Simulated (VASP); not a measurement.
# YGaF (P-6m2) in VASP: notebook

YGaF is run at these levels: PBE; tasks: single point, relaxation of cell and atoms.

Program: VASP 6.6.1. These are calculated values, not measurements. Logs are shortened: lines on timing, memory, paths and dates and some standing lists are left out, and cuts for length are marked.

### 1 The cell of the first run

It takes space group P-6m2 (No. 187, hexagonal). Conventional cell: a = 4.461 Å, b = 4.461 Å, c = 3.361 Å, α = 90.00°, β = 90.00°, γ = 120.00°. Y (site symmetry -6m2) has 6 F at 3.08 Å and 6 Ga at 3.08 Å and 2 Y at 3.36 Å within 4.0 Å. Within 3.4 Å of Ga (site symmetry -6m2) lie 3 F at 2.58 Å and 6 Y at 3.08 Å and 2 Ga at 3.36 Å. F (site symmetry -6m2) has 3 Ga at 2.58 Å and 6 Y at 3.08 Å and 2 F at 3.36 Å within 3.4 Å.

The cell was generated, and may not be a known phase.

### 2 Single point, PBE

File INCAR:

```
SYSTEM = YGaF
PREC = Accurate
ENCUT = 520
EDIFF = 1E-6
ISMEAR = 0
SIGMA = 0.1
LREAL = .False.
LASPH = .True.
NELM = 100
ALGO = Normal
ISIF = 2
LWAVE = .False.
LCHARG = .False.
GGA = PE
NBANDS = 22
```

File KPOINTS:

```
Automatic mesh
0
Gamma
  6 6 6
  0 0 0
```

File POSCAR:

```
YGaF
1.0
    4.4606870852      0.0000000031      0.0000000000
   -2.2303435453      3.8630683325      0.0000000000
    0.0000000000      0.0000000000      3.3610126793
Y Ga F
1 1 1
Direct
    0.3333333333      0.6666666667      0.0000000000
    0.0000000000      0.0000000000      0.5000000000
    0.6666666667      0.3333333333      0.5000000000
```

Potentials or basis: VASP PAW PBE potentials, release 64 (Y_sv, Ga_d, F).

Started as:

```
$ cat potpaw_PBE.64/Y_sv/POTCAR potpaw_PBE.64/Ga_d/POTCAR potpaw_PBE.64/F/POTCAR > POTCAR
$ mpirun -np 1 vasp_std > vasp.out
```

OUTCAR:

```text
SYSTEM = YGaF
   PREC = Accurate
   ENCUT = 520
   EDIFF = 1E-6
   ISMEAR = 0
   LREAL = .False.
   LASPH = .True.
   NELM = 100
   ISIF = 2
   GGA = PE

 ion  position               nearest neighbor table
   1  0.333  0.667  0.000-   3 3.08   3 3.08   3 3.08   3 3.08   2 3.08   2 3.08   2 3.08   2 3.08
                             2 3.08   2 3.08   3 3.08   3 3.08
   2  0.000  0.000  0.500-   1 3.08   1 3.08   1 3.08   1 3.08   1 3.08   1 3.08
   3  0.667  0.333  0.500-   1 3.08   1 3.08   1 3.08   1 3.08   1 3.08   1 3.08

  LATTYP: Found a hexagonal cell.
 ALAT       =     4.4606870852
 C/A-ratio  =     0.7534742104

  Lattice vectors:

 A1 = (   4.4606870852,   0.0000000031,   0.0000000000)
 A2 = (  -2.2303435453,   3.8630683325,   0.0000000000)
 A3 = (   0.0000000000,   0.0000000000,   3.3610126793)

Analysis of symmetry for initial positions (statically):
=====================================================================
 Subroutine PRICEL returns:
 Original cell was already a primitive cell.

 Routine SETGRP: Setting up the symmetry group for a
 hexagonal supercell.

 Subroutine GETGRP returns: Found 12 space group operations
 (whereof 12 operations were pure point group operations)
 out of a pool of 24 trial point group operations.

The static configuration has the point symmetry D_3h.

Analysis of symmetry for dynamics (positions and initial velocities):
=====================================================================
 Subroutine PRICEL returns:
 Original cell was already a primitive cell.

 Routine SETGRP: Setting up the symmetry group for a
 hexagonal supercell.

 Subroutine GETGRP returns: Found 12 space group operations
 (whereof 12 operations were pure point group operations)
 out of a pool of 24 trial point group operations.

The dynamic configuration has the point symmetry D_3h.

 Subroutine INISYM returns: Found 12 space group operations
 (whereof 12 operations are pure point group operations),
 and found     1 'primitive' translations

----------------------------------------------------------------------------------------

                                     Primitive cell

  volume of cell :      57.9168

  direct lattice vectors                    reciprocal lattice vectors
     4.460687085  0.000000003  0.000000000     0.224180710  0.129430794  0.000000000
    -2.230343545  3.863068333  0.000000000    -0.000000000  0.258861587  0.000000000
     0.000000000  0.000000000  3.361012679     0.000000000  0.000000000  0.297529374

  length of vectors
     4.460687085  4.460687085  3.361012679     0.258861587  0.258861587  0.297529374

  position of ions in fractional coordinates (direct lattice)
     0.333333333  0.666666667  0.000000000
     0.000000000  0.000000000  0.500000000
     0.666666667  0.333333333  0.500000000

  ion indices of the primitive-cell ions
   primitive index   ion index
                 1           1
                 2           2
                 3           3

----------------------------------------------------------------------------------------

 KPOINTS: Automatic mesh

Automatic generation of k-mesh.
 Grid dimensions read from file:
 generate k-points for:    6    6    6

 Generating k-lattice:

  Cartesian coordinates                     Fractional coordinates (reciprocal lattice)
     0.037363452  0.021571799  0.000000000     0.166666667 -0.000000000  0.000000000
    -0.000000000  0.043143598  0.000000000     0.000000000  0.166666667  0.000000000
     0.000000000  0.000000000  0.049588229     0.000000000  0.000000000  0.166666667

  Length of vectors
     0.043143598  0.043143598  0.049588229

  Shift w.r.t. Gamma in fractional coordinates (k-lattice)
     0.000000000  0.000000000  0.000000000

 Subroutine IBZKPT returns following result:
 ===========================================

 Found     28 irreducible k-points:

 Following reciprocal coordinates:
            Coordinates               Weight
  0.000000  0.000000  0.000000      1.000000
  0.166667 -0.000000  0.000000      6.000000
  0.333333  0.000000  0.000000      6.000000
  0.500000  0.000000  0.000000      3.000000
  0.166667  0.166667  0.000000      6.000000
  0.333333  0.166667  0.000000     12.000000
[... 16 lines left out ...]
  0.166667 -0.000000  0.500000      6.000000
  0.333333  0.000000  0.500000      6.000000
 [... further k-points ...]
   k-points           NKPTS =     28   k-points in BZ     NKDIM =     28   number of bands    NBANDS=     22
   number of dos      NEDOS =    301   number of ions     NIONS =      3
   total plane-waves  NPLWV =  36288
   dimension x,y,z NGX =    36 NGY =   36 NGZ =   28
   dimension x,y,z NGXF=    72 NGYF=   72 NGZF=   56
   ions per type =               1   1   1
   NGX,Y,Z   is equivalent  to a cutoff of  13.42, 13.42, 13.85 a.u.
   NGXF,Y,Z  is equivalent  to a cutoff of  26.83, 26.83, 27.70 a.u.
 SYSTEM =  YGaF
   PREC   = accura    normal or accurate (medium, high low for compatibility)
   ISTART =      0    job   : 0-new  1-cont  2-samecut
   ICHARG =      2    charge: 1-file 2-atom 10-const
   ISPIN  =      1    spin polarized calculation?
   LNONCOLLINEAR =      F non collinear calculations
   LSORBIT =      F    spin-orbit coupling
   LASPH  =      T    aspherical Exc in radial PAW
   ENCUT  =  520.0 eV  38.22 Ry    6.18 a.u.   8.29  8.29  6.25*2*pi/ulx,y,z
   NELM   =    100;   NELMIN=  2; NELMDL= -5     # of ELM steps
   EDIFF  = 0.1E-05   stopping-criterion for ELM
   LREAL  =      F    real-space projection
   EDIFFG = 0.1E-04   stopping-criterion for IOM
   NSW    =      0    number of steps for IOM
   IBRION =     -1    ionic relax: 0-MD 1-quasi-New 2-CG
   NFREE  =      0    steps in history (QN), initial steepest desc. (CG)
   ISIF   =      2    stress and relaxation
   ISYM   =      2    0-nonsym 1-usesym 2-fastsym
   POTIM  = 0.5000    time-step for ionic-motion
   TEBEG  =    0.0;   TEEND  =   0.0 temperature during run
   PSTRESS=    0.0 pullay stress
   NELECT =      31.0000    total number of electrons
   NUPDOWN=      -1.0000    fix difference up-down
   EMIN   =  10.00;   EMAX   =-10.00  energy-range for DOS
   EFERMI =   0.00;   METHOD = LEGACY
   ISMEAR =     0;   SIGMA  =   0.10  broadening in eV -4-tet -1-fermi 0-gaus
   EFERMI_NEDOS =   21; number of points for ismear=-14 and -15
   IALGO  =     38    algorithm
   IMIX   =      4    mixing-type and parameters
     AMIX     =   0.40;   BMIX     =  1.00
     AMIX_MAG =   1.60;   BMIX_MAG =  1.00
  volume/ion in A,a.u.               =      19.31       130.28
  Fermi-wavevector in a.u.,A,eV,Ry     =   1.329211  2.511845 24.038803  1.766802
  Thomas-Fermi vector in A             =   2.458391
   LORBIT       =      0    0 simple, 1 ext, 2 COOP (PROOUT), +10 PAW based schemes
   GGA     = PE    functional components
   LHFCALC =     F    Hartree Fock is set to
   AEXX    =    0.0000 exact exchange contribution
   IVDW    =     0    specifies the selected vdW correction
   LEPSILON=     F    determine dielectric tensor
   LRPA    =     F    only Hartree local field effects (RPA)
 non-spin polarized calculation
 Gauss-broadening in eV      SIGMA  =   0.10
  energy-cutoff  :      520.00
  volume of cell :       57.92
 maximum number of plane-waves:      1577
 NGX is ok and might be reduce to    36
   NGX = 17   NGY = 17   NGZ = 13

 number of electron      31.0000013 magnetization

 Free energy of the ion-electron system (eV)
  ---------------------------------------------------
  ext. energy  EPLUGINS =         0.00000000
  ---------------------------------------------------
  free energy    TOTEN  =       -14.32562980 eV

  energy without entropy =      -14.31551336  energy(sigma->0) =      -14.32057158

 E-fermi :   4.3716     XC(G=0): -10.1608

 val. band max:        4.3109376423   @ k =   0.1667  -0.0000   0.3333
 cond. band min:       4.4142560915   @ k =   0.1667  -0.0000   0.0000
 fundamental gap:      0.1033184491
 Fermi energy:         4.3716218395

 k-point     1 :       0.0000    0.0000    0.0000
  band No.  band energies     occupation
      1     -39.0700      2.00000
      2     -19.5407      2.00000
      3     -19.0809      2.00000
      4     -19.0809      2.00000
      5     -18.7166      2.00000
      6     -10.5482      2.00000
[... 14 lines left out ...]
     21       9.1719      0.00000
     22       9.1722      0.00000

 k-point     2 :       0.1667   -0.0000    0.0000
  band No.  band energies     occupation
      1     -39.0694      2.00000
      2     -19.5848      2.00000
      3     -19.0841      2.00000
      4     -19.0433      2.00000
      5     -18.7157      2.00000
      6     -10.5481      2.00000
[... 14 lines left out ...]
     21       9.0013      0.00000
     22      10.1422      0.00000

 k-point     3 :       0.3333    0.0000    0.0000
  band No.  band energies     occupation
      1     -39.0681      2.00000
      2     -19.6559      2.00000
      3     -19.0907      2.00000
      4     -18.9851      2.00000
      5     -18.7138      2.00000
      6     -10.5438      2.00000
[... 14 lines left out ...]
     21       8.5554      0.00000
     22      11.2176      0.00000

 k-point     4 :       0.5000    0.0000    0.0000
  band No.  band energies     occupation
      1     -39.0675      2.00000
      2     -19.6866      2.00000
      3     -19.0940      2.00000
      4     -18.9616      2.00000
      5     -18.7129      2.00000
      6     -10.5405      2.00000
[... 14 lines left out ...]
     21       8.2475      0.00000
     22      11.7763      0.00000

 k-point     5 :       0.1667    0.1667    0.0000
  band No.  band energies     occupation
      1     -39.0684      2.00000
      2     -19.6385      2.00000
      3     -19.0955      2.00000
      4     -18.9929      2.00000
      5     -18.7143      2.00000
      6     -10.5476      2.00000
[... 417 lines left out ...]
 k-point    22 :       0.0000    0.0000    0.5000
  band No.  band energies     occupation
      1     -39.0229      2.00000
      2     -19.6979      2.00000
      3     -19.0249      2.00000
      4     -19.0174      2.00000
      5     -19.0174      2.00000
      6     -10.5572      2.00000
[... 14 lines left out ...]
     21      10.2979      0.00000
     22      10.2979      0.00000

 k-point    23 :       0.1667   -0.0000    0.5000
  band No.  band energies     occupation
      1     -39.0224      2.00000
      2     -19.6618      2.00000
      3     -19.0606      2.00000
      4     -19.0291      2.00000
      5     -19.0205      2.00000
      6     -10.5528      2.00000
[... 14 lines left out ...]
     21       9.9192      0.00000
     22      10.5269      0.00000

 k-point    24 :       0.3333    0.0000    0.5000
  band No.  band energies     occupation
      1     -39.0213      2.00000
      2     -19.5731      2.00000
      3     -19.1479      2.00000
      4     -19.0524      2.00000
      5     -19.0267      2.00000
      6     -10.5442      2.00000
[... 14 lines left out ...]
     21       8.9518      0.00000
     22      11.0792      0.00000

 [... further k-points ...]

------------------------ aborting loop because EDIFF is reached ----------------------------------------

  FORCE on cell =-STRESS in cart. coord.  units (eV):
  Direction    XX          YY          ZZ          XY          YZ          ZX
  --------------------------------------------------------------------------------------
  -------------------------------------------------------------------------------------
  Total        0.0137618      0.0137618     -0.0243095     -0.0000000      0.0000000     -0.0000000
  in kB        0.3806988      0.3806988     -0.6724832     -0.0000000      0.0000000     -0.0000000
  external PRESSURE =       0.0296381 kB  Pullay stress =       0.0000000 kB

 VOLUME and BASIS-vectors are now :
 -----------------------------------------------------------------------------
  energy-cutoff  :      520.00
  volume of cell :       57.92
      direct lattice vectors                 reciprocal lattice vectors
     4.460687085  0.000000003  0.000000000     0.224180710  0.129430794  0.000000000
    -2.230343545  3.863068333  0.000000000    -0.000000000  0.258861587  0.000000000
     0.000000000  0.000000000  3.361012679     0.000000000  0.000000000  0.297529374

 POSITION                                       TOTAL-FORCE (eV/Angst)
 -----------------------------------------------------------------------------------
     -0.00000      2.57538      0.00000        -0.000000     -0.000000      0.000000
      0.00000      0.00000      1.68051         0.000000      0.000000      0.000000
      2.23034      1.28769      1.68051        -0.000000      0.000000      0.000000
 -----------------------------------------------------------------------------------
    total drift:                                0.000001     -0.000000      0.000000

  FREE ENERGIE OF THE ION-ELECTRON SYSTEM (eV)
  ---------------------------------------------------
  free  energy   TOTEN  =       -14.3256298004 eV

  energy  without entropy=      -14.3155133613  energy(sigma->0) =      -14.32057158
```

It took 80 s on 1 thread of AMD EPYC 7R13, shared host; peak memory 0.19 GiB.

What came out:

| Item | Value |
| --- | --- |
| Free energy | -14.3256 eV |
| Pressure | 0.0 GPa |
| Band gap on the k mesh | zero (an odd number of electrons rules out a gap without spin polarisation) |

Stress tensor (GPa, compression positive):
```
 0.04  0.00  0.00
 0.00  0.04  0.00
 0.00  0.00 -0.07
```

Caveat: an odd number of electrons without spin polarisation forces a metal; a magnetic or distorted state may lie lower.

### 3 Relaxation of cell and atoms, PBE

This run uses another cell than the first one, of 18.02 Å³/atom.

File INCAR:

```
ALGO     = Normal         # electronic algorithm
EDIFF    = 1E-7           # SCF threshold, eV
EDIFFG   = -0.04          # ionic threshold
ENCUT    = 600            # plane-wave cutoff, eV
GGA      = PE             # functional
IBRION   = 2              # ionic algorithm
ISIF     = 3              # what is computed and relaxed
ISMEAR   = 0              # smearing method
LASPH    = True           # aspherical terms in the spheres
LCHARG   = False          # write CHGCAR
LREAL    = False          # projectors in reciprocal space
LWAVE    = False          # write WAVECAR
NELM     = 60             # most SCF steps
NSW      = 90             # ionic steps
PREC     = Accurate       # precision mode
SIGMA    = 0.1            # smearing width, eV
```

File KPOINTS:

```
k-points
0
Gamma
  6 6 6
```

File POSCAR:

```
YGaF
1.0
    4.1355824900      0.0000000000      0.0000000000
   -2.0677912500      3.5815195000      0.0000000000
    0.0000000000      0.0000000000      3.6499531900
Y Ga F
1 1 1
Direct
    0.3333333300      0.6666666700      0.0000000000
    0.0000000000      0.0000000000      0.5000000000
    0.6666666700      0.3333333300      0.5000000000
```

Potentials or basis: VASP PAW PBE potentials, release 64 (Y_sv, Ga_d, F).

Started as:

```
$ cat potpaw_PBE.64/Y_sv/POTCAR potpaw_PBE.64/Ga_d/POTCAR potpaw_PBE.64/F/POTCAR > POTCAR
$ mpirun -np 1 vasp_std > vasp.out
```

Run time: 11 min. Hardware: 1 thread of AMD EPYC 7R13, shared host; peak memory 0.21 GiB.

The run converged. Its results:

| Quantity | Value |
| --- | --- |
| Free energy | -14.3240 eV |
| Relaxed volume | 19.34 Å³/atom |
| Relaxed cell | a = 4.470 Å, b = 4.470 Å, c = 3.353 Å, α = 90.00°, β = 90.00°, γ = 120.00° |
| Space group after relaxing (to 0.1 Å) | P-6m2 (No. 187) |
| Energy gained by relaxing | 74.4 meV/atom |
| Ionic steps | 10 |
| Pressure after relaxing | -0.1 GPa |
| Band gap on the k mesh | zero (an odd number of electrons rules out a gap without spin polarisation) |

Stress tensor (GPa, compression positive):
```
-0.24  0.00  0.00
 0.00 -0.24  0.00
 0.00  0.00  0.09
```

The path:
```
step  energy change (eV)  largest force (eV/Å)  pressure (GPa)  volume (Å³)
   1              0.0000                0.0000            6.69        54.06
   2             -0.1114                0.0000           -0.55        60.16
   3             -0.1119                0.0000           -0.16        59.73
   4             -0.1184                0.0000           -0.17        59.69
   5             -0.1483                0.0000           -0.34        59.53
   6             -0.2145                0.0000           -0.81        59.05
   7             -0.0177                0.0000           -0.24        57.45
   8             -0.2203                0.0000           -0.88        58.89
   9             -0.2179                0.0000            1.03        56.85
  10             -0.2231                0.0000           -0.13        58.01
```

Final structure:
```xyz
3
Lattice="4.4695 0.0000 0.0000 -2.2348 3.8707 0.0000 0.0000 0.0000 3.3531" Properties=species:S:1:pos:R:3 pbc="T T T"
Y     0.0000    2.5805    0.0000
Ga    0.0000    0.0000    1.6766
F     2.2348    1.2902    1.6766
```

Levels at points of the mesh, in eV from the Fermi level:
| k point | band 11 | band 12 | band 13 | band 14 | band 15 | band 16 | band 17 | band 18 | band 19 |
| --- | --- | --- | --- | --- | --- | --- | --- | --- | --- |
| (0.00, 0.00, 0.00) | -7.33 | -5.90 | -5.90 | -5.03 | -0.67 | -0.11 | -0.11 | 3.44 | 3.44 |
| (0.50, 0.00, 0.00) | -7.84 | -5.94 | -5.05 | -4.40 | -1.84 | 0.27 | 0.91 | 2.32 | 2.61 |
| (0.00, 0.00, 0.50) | -6.32 | -5.66 | -5.66 | -4.58 | -2.17 | -0.30 | -0.30 | 1.32 | 1.32 |
| (0.50, 0.00, 0.50) | -6.87 | -5.99 | -5.87 | -3.47 | -2.32 | 0.17 | 0.68 | 2.80 | 2.80 |

Caveat: an odd number of electrons without spin polarisation forces a metal; a magnetic or distorted state may lie lower.

The gap in the log of VASP goes by the Fermi energy; the results here count the filled bands.